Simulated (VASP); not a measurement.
# Ga (Cmce) in VASP: notebook, part 3 of 3

VASP 6.6.1. Earlier steps stand in the parts before.

### 6 Electric field gradients, PBE (equal xx and yy strain of -3 %)

The input, INCAR:

```
PREC = Accurate
ENCUT = 520
EDIFF = 1E-8
ISMEAR = -1
SIGMA = 0.05
LREAL = F
LASPH = T
NELM = 100
ALGO = Normal
ISIF = 2
LWAVE = F
LCHARG = F
GGA = PE
LEFG = T
NBANDS = 34
```

The input, KPOINTS:

```
Automatic mesh
0
Gamma
  9 9 8
```

The input, POSCAR:

```
Ga
1.0
    2.1876895000     -3.7077280000      0.0000000000
    2.1876895000      3.7077280000      0.0000000000
    0.0000000000      0.0000000000      4.5167000000
Ga
4
Direct
    0.1525000000      0.8475000000      0.0785000000
    0.6525000000      0.3475000000      0.4215000000
    0.8475000000      0.1525000000      0.9215000000
    0.3475000000      0.6525000000      0.5785000000
```

Potentials or basis: VASP PAW PBE potentials, release 64 (Ga_d).

Launch:

```console
> cat potpaw_PBE.64/Ga_d/POTCAR > POTCAR
> mpirun -np 1 vasp_std > vasp.out
```

OUTCAR:

```text
PREC = Accurate
   ENCUT = 520
   EDIFF = 1E-8
   ISMEAR = -1
   LREAL = F
   LASPH = T
   NELM = 100
   ISIF = 2
   GGA = PE

 ion  position               nearest neighbor table
   1  0.153  0.847  0.078-   3 2.37   2 2.68   2 2.68   4 2.68   4 2.68   3 2.72   3 2.72
   2  0.653  0.347  0.422-   4 2.37   1 2.68   1 2.68   3 2.68   3 2.68   4 2.72   4 2.72
   3  0.847  0.153  0.922-   1 2.37   4 2.68   4 2.68   2 2.68   2 2.68   1 2.72   1 2.72
   4  0.347  0.653  0.578-   2 2.37   3 2.68   3 2.68   1 2.68   1 2.68   2 2.72   2 2.72

  LATTYP: Found a base centered orthorhombic cell.
 ALAT       =     4.3753790000
 B/A-ratio  =     1.6948145521
 C/A-ratio  =     1.0322991448

  Lattice vectors:

 A1 = (   2.1876895000,  -3.7077280000,   0.0000000000)
 A2 = (   2.1876895000,   3.7077280000,   0.0000000000)
 A3 = (   0.0000000000,   0.0000000000,   4.5167000000)

Analysis of symmetry for initial positions (statically):
=====================================================================
 Subroutine PRICEL returns:
 Original cell was already a primitive cell.

 Routine SETGRP: Setting up the symmetry group for a
 base centered orthorhombic supercell.

 Subroutine GETGRP returns: Found  8 space group operations
 (whereof  4 operations were pure point group operations)
 out of a pool of  8 trial point group operations.

The static configuration has the point symmetry C_2h.
 The point group associated with its full space group is D_2h.

Analysis of symmetry for dynamics (positions and initial velocities):
=====================================================================
 Subroutine PRICEL returns:
 Original cell was already a primitive cell.
[... 1058 lines left out ...]

  FORCE on cell =-STRESS in cart. coord.  units (eV):
  Direction    XX          YY          ZZ          XY          YZ          ZX
  --------------------------------------------------------------------------------------
  -------------------------------------------------------------------------------------
  Total        2.4748241      5.1246601      1.9660535      0.0000000     -0.0000000      0.0000000
  in kB       54.1140610    112.0549007     42.9893734      0.0000000     -0.0000000      0.0000000
  external PRESSURE =      69.7194450 kB  Pullay stress =       0.0000000 kB

 VOLUME and BASIS-vectors are now :
 -----------------------------------------------------------------------------
  energy-cutoff  :      520.00
  volume of cell :       73.27
      direct lattice vectors                 reciprocal lattice vectors
     2.187689500 -3.707728000  0.000000000     0.228551629 -0.134853474  0.000000000
     2.187689500  3.707728000  0.000000000     0.228551629  0.134853474  0.000000000
     0.000000000  0.000000000  4.516700000     0.000000000  0.000000000  0.221400580

 POSITION                                       TOTAL-FORCE (eV/Angst)
 -----------------------------------------------------------------------------------
      2.18769      2.57687      0.35456         0.000000     -0.591919      0.185408
      2.18769     -1.13086      1.90379         0.000000     -0.591919     -0.185408
      2.18769     -2.57687      4.16214         0.000000      0.591919     -0.185408
      2.18769      1.13086      2.61291         0.000000      0.591919      0.185408
 -----------------------------------------------------------------------------------
    total drift:                               -0.000000     -0.000000     -0.000000

  FREE ENERGIE OF THE ION-ELECTRON SYSTEM (eV)
  ---------------------------------------------------
  free  energy   TOTEN  =       -11.4195593643 eV

  energy  without entropy=      -11.4125813552  energy(sigma->0) =      -11.41607036

 Electric field gradients (V/A^2)
---------------------------------------------------------------------
 ion       V_xx      V_yy      V_zz      V_xy      V_xz      V_yz
---------------------------------------------------------------------
   1      27.226   -46.789    19.563    -0.000     0.000    27.498
   2      27.226   -46.789    19.563    -0.000    -0.000   -27.498
   3      27.226   -46.789    19.563     0.000     0.000    27.498
   4      27.226   -46.789    19.563     0.000    -0.000   -27.498
---------------------------------------------------------------------

 Electric field gradients after diagonalization (V/A^2)
 (convention: |V_zz| > |V_xx| > |V_yy|)
----------------------------------------------------------------------
 ion       V_xx      V_yy      V_zz     asymmetry (V_yy - V_xx)/ V_zz
----------------------------------------------------------------------
   1      29.478    27.226   -56.704       0.040
   2      29.478    27.226   -56.704       0.040
   3      29.478    27.226   -56.704       0.040
   4      29.478    27.226   -56.704       0.040
----------------------------------------------------------------------

           NMR quadrupolar parameters

 Cq : quadrupolar parameter    Cq=e*Q*V_zz/h
 eta: asymmetry parameters     (V_yy - V_xx)/ V_zz
 Q  : nuclear electric quadrupole moment in mb (millibarn)
----------------------------------------------------------------------
 ion       Cq(MHz)       eta       Q (mb)
----------------------------------------------------------------------
   1      -0.137       0.040       1.000
   2      -0.137       0.040       1.000
   3      -0.137       0.040       1.000
   4      -0.137       0.040       1.000
----------------------------------------------------------------------
```

OSZICAR:

```text
N       E                     dE             d eps       ncg     rms          rms(c)
DAV:   1     0.360119255481E+03    0.36012E+03   -0.25412E+04  8790   0.296E+03
DAV:   2     0.323735257063E+02   -0.32775E+03   -0.31914E+03  8764   0.541E+02
DAV:   3    -0.101712854081E+02   -0.42545E+02   -0.42035E+02  9564   0.152E+02
DAV:   4    -0.115021206626E+02   -0.13308E+01   -0.13261E+01  9826   0.302E+01
DAV:   5    -0.115301209417E+02   -0.28000E-01   -0.27992E-01 10906   0.451E+00    0.277E+00
DAV:   6    -0.114402370878E+02    0.89884E-01   -0.21304E-01 10860   0.652E+00    0.151E+00
DAV:   7    -0.114207458995E+02    0.19491E-01   -0.64790E-02 12674   0.285E+00    0.321E-01
DAV:   8    -0.114194039291E+02    0.13420E-02   -0.15997E-02  9192   0.137E+00    0.534E-02
DAV:   9    -0.114195515990E+02   -0.14767E-03   -0.13879E-03  9472   0.384E-01    0.279E-02
DAV:  10    -0.114195546779E+02   -0.30790E-05   -0.23804E-04 10018   0.167E-01    0.950E-03
DAV:  11    -0.114195616156E+02   -0.69376E-05   -0.45455E-05  9670   0.729E-02    0.681E-03
DAV:  12    -0.114195594925E+02    0.21231E-05   -0.21553E-05 11056   0.581E-02    0.119E-03
DAV:  13    -0.114195595065E+02   -0.14039E-07   -0.19253E-06 10614   0.122E-02    0.567E-04
DAV:  14    -0.114195594039E+02    0.10260E-06   -0.16897E-07 11348   0.267E-03    0.139E-04
DAV:  15    -0.114195593729E+02    0.30974E-07   -0.11452E-08  5562   0.123E-03    0.101E-04
DAV:  16    -0.114195593643E+02    0.85929E-08   -0.22681E-09  4880   0.456E-04
   1 F= -.11419559E+02 E0= -.11416070E+02  d E =-.697801E-02
```

stdout:

```text
POSCAR found type information on POSCAR Ga
 POSCAR found :  1 types and       4 ions
 scaLAPACK will be used
 LDA part: xc-table for (Slater+PW92), standard interpolation
 POSCAR, INCAR and KPOINTS ok, starting setup
 FFT: planning ... GRIDC
 FFT: planning ... GRID_SOFT
 FFT: planning ... GRID
 WAVECAR not read
 entering main loop
ion   1

ion   2

ion   3

ion   4
```

Wall time 11 min (1 thread of Intel Xeon 8259CL, shared host); peak memory 0.33 GiB.

Results:

```yaml
Free_energy: -11.4196 eV
Pressure: 7.0 GPa
Largest_force: 0.620 eV/Å
Band_gap_on_the_k_mesh: zero (bands 26 and 27 overlap by 1.30 eV)
Largest_electric_field_gradient_by_atom: Ga -56.7 V/Å²
```

Forces in eV/Å, atoms in the order of the input:
```
Ga   0.000 -0.592  0.185
Ga   0.000 -0.592 -0.185
Ga   0.000  0.592 -0.185
Ga   0.000  0.592  0.185
```

Stress tensor (GPa, compression positive):
```
 5.41  0.00  0.00
 0.00 11.21  0.00
 0.00  0.00  4.30
```

Levels at points of the mesh, in eV from the Fermi level:
```csv
k point,band 23,band 24,band 25,band 26,band 27,band 28,band 29,band 30
"(0.00, 0.00, 0.00)",-4.05,-1.57,-1.24,-0.84,0.95,1.05,1.31,5.42
"(0.00, 0.00, 0.50)",-0.04,-0.04,0.14,0.14,0.39,0.39,2.29,2.29
```

Electric field gradients, principal values (V/Å²):
```tsv
atom	least	middle	greatest (by size)
1 Ga	27.226	29.478	-56.704
2 Ga	27.226	29.478	-56.704
3 Ga	27.226	29.478	-56.704
4 Ga	27.226	29.478	-56.704
```

Caveat: the cell differs from its parent crystal (equal xx and yy strain of -3 %); the cell stands under pressure; without QUAD_EFG the Cq values of the log hold for a quadrupole moment of 1 mb, not for the nuclei.

### 7 Summary

| cell | gap on the mesh (eV) | pressure (GPa) | largest force (eV/Å) |
| --- | --- | --- | --- |
| a = 4.468, b = 4.468, c = 4.547 Å, angles 90.0, 90.0, 118.9°, 4 atoms | none | 1.3 | 0.43 |
| a = 4.497, b = 4.497, c = 4.576 Å, angles 90.0, 90.0, 118.9°, 4 atoms | none | 0.2 | 0.41 |
| a = 4.408, b = 4.408, c = 4.486 Å, angles 90.0, 90.0, 118.9°, 4 atoms | none | 3.7 | 0.45 |
| a = 4.453, b = 4.453, c = 4.532 Å, angles 90.0, 90.0, 118.9°, 4 atoms | none | 1.8 | 0.43 |
| a = 4.305, b = 4.305, c = 4.517 Å, angles 90.0, 90.0, 118.9°, 4 atoms | none | 7.0 | 0.62 |

Alike in all rows: task electric field gradients; level PBE; potentials or basis VASP PAW PBE potentials, release 64 (Ga_d); no spin polarisation; k mesh 9 × 9 × 8; cutoff (eV) 520; smearing fermi-dirac 0.05 eV.

Caveats: the cell stands under pressure (at least some runs).

Absolute energies hang on the potentials; compare differences alone.
